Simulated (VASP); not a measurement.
## Mg8HO8 (a cell with a defect): single point with PBE

The system is Mg8HO8 (a cell with a defect).

```
Mg O H
1.0
     0.00000    3.86500    3.86500
     3.86500    0.00000    3.86500
     3.86500    3.86500    0.00000
Mg O H
8 8 1
Direct
  0.00279 0.01177 0.99599
  0.00361 0.98752 0.49877
  0.99505 0.49691 0.00514
  0.00984 0.49688 0.49815
  0.50270 0.99849 0.98930
  0.48052 0.00145 0.51444
  0.50523 0.50621 0.98983
  0.50094 0.49906 0.50195
  0.23799 0.26043 0.24291
  0.24318 0.25369 0.74375
  0.26049 0.73956 0.25071
  0.23867 0.74511 0.77862
  0.74349 0.24675 0.24722
  0.73356 0.25837 0.75607
  0.77878 0.74127 0.25382
  0.75722 0.76175 0.74345
  0.37807 0.87670 0.37836
```

```json
{"Program": "VASP 6.6.1", "Task": "single point", "Functional": "PBE", "Potentials or basis": "VASP PAW PBE potentials, release 64 (Mg, O, H)", "Cutoff": "520 eV", "k mesh": "2 × 2 × 2", "Occupations": "fermi-dirac, width 0.05 eV", "Spin": "collinear spin", "Starting moments": "[0.0, 0.0, 0.0, 0.0, 0.0, 0.0, 0.0, 0.0, 0.08, 0.0, 0.08, 0.08, 0.0, 0.0, 0.08, 0.0, 0.32] μB"}
```

The pressure is 90.3 GPa and the largest force is 2.297 eV/Å. The net moment is 0.75 μB per cell and the site moments are Mg +0.00, +0.01; O +0.08, -0.00, +0.07; H +0.24 μB. The valence electrons inside the program's atomic spheres are Mg 0.66, 0.64, 0.67, 0.63, 0.65; O 5.26, 5.32, 5.29, 5.28, 5.25, 5.30; H 0.67.

Forces in eV/Å, atoms in the order of the input:
```
Mg   0.049 -0.097 -1.786
Mg   1.548 -0.657  0.919
Mg   0.295 -0.263  0.140
Mg   0.304 -0.782 -0.598
Mg   1.239  0.958  0.406
Mg  -1.459  0.381  1.732
Mg   0.392  0.780 -0.861
Mg  -0.383  0.481  0.267
O    0.120  0.614  0.492
O    0.765  1.110  0.532
O   -0.664 -1.510 -0.272
O   -0.585 -0.736  0.101
O    0.834  0.586  0.309
O   -1.507  0.785  0.798
O    0.136 -1.670 -0.621
O   -0.632 -0.050 -1.823
H   -0.450  0.071  0.265
```

Stress tensor (GPa, compression positive):
```
90.77  0.08  0.58
 0.08 91.40 -0.15
 0.58 -0.15 88.77
```

Levels at points of the mesh, in eV from the Fermi level:
Spin up:
| k point | band 29 | band 30 | band 31 | band 32 | band 33 | band 34 | band 35 | band 36 | band 37 | band 38 |
| --- | --- | --- | --- | --- | --- | --- | --- | --- | --- | --- |
| (0.00, 0.00, 0.00) | -5.11 | -4.20 | -4.16 | -4.14 | -1.83 | 3.61 | 4.88 | 5.02 | 5.07 | 5.36 |
| (0.50, 0.00, 0.00) | -4.94 | -4.90 | -4.55 | -4.50 | -0.38 | 5.48 | 5.65 | 6.66 | 6.79 | 6.97 |
| (0.00, 0.50, 0.00) | -4.78 | -4.72 | -4.68 | -4.58 | -0.45 | 5.42 | 5.71 | 6.68 | 6.82 | 6.90 |
| (0.00, 0.00, 0.50) | -4.92 | -4.84 | -4.58 | -4.52 | -0.45 | 5.35 | 5.83 | 6.68 | 6.84 | 6.89 |
| (0.50, 0.50, 0.50) | -4.95 | -4.88 | -4.55 | -4.49 | -0.53 | 5.33 | 5.90 | 6.67 | 6.79 | 6.85 |
| (0.50, 0.50, 0.00) | -5.16 | -5.05 | -4.96 | -4.84 | -0.08 | 6.73 | 6.81 | 7.31 | 7.39 | 7.61 |
| (0.00, 0.50, 0.50) | -5.21 | -5.08 | -5.00 | -4.78 | -0.04 | 6.58 | 6.91 | 7.02 | 7.39 | 7.79 |
| (0.50, 0.00, 0.50) | -5.23 | -5.06 | -4.88 | -4.80 | 0.00 | 6.68 | 6.84 | 7.26 | 7.33 | 7.42 |
Spin down:
```tsv
k point	band 30	band 31	band 32	band 33	band 34	band 35
(0.00, 0.00, 0.00)	-4.13	-4.08	-4.04	-0.57	3.65	4.88
(0.50, 0.00, 0.00)	-4.75	-4.52	-4.47	0.82	5.51	5.69
(0.00, 0.50, 0.00)	-4.68	-4.59	-4.48	0.75	5.44	5.75
(0.00, 0.00, 0.50)	-4.82	-4.48	-4.40	0.76	5.37	5.87
(0.50, 0.50, 0.50)	-4.86	-4.44	-4.36	0.69	5.36	5.94
(0.50, 0.50, 0.00)	-5.04	-4.90	-4.68	1.14	6.76	6.85
(0.00, 0.50, 0.50)	-4.96	-4.89	-4.73	1.18	6.62	6.94
(0.50, 0.00, 0.50)	-4.98	-4.77	-4.73	1.22	6.72	6.88
```

Wall time 2.2 min on 1 thread of AMD EPYC 9R45 96-Core Processor (Zen 5), with other jobs on the host, peak memory 0.31 GiB.

Caveat: the k points lie up to 0.70 Å⁻¹ apart.
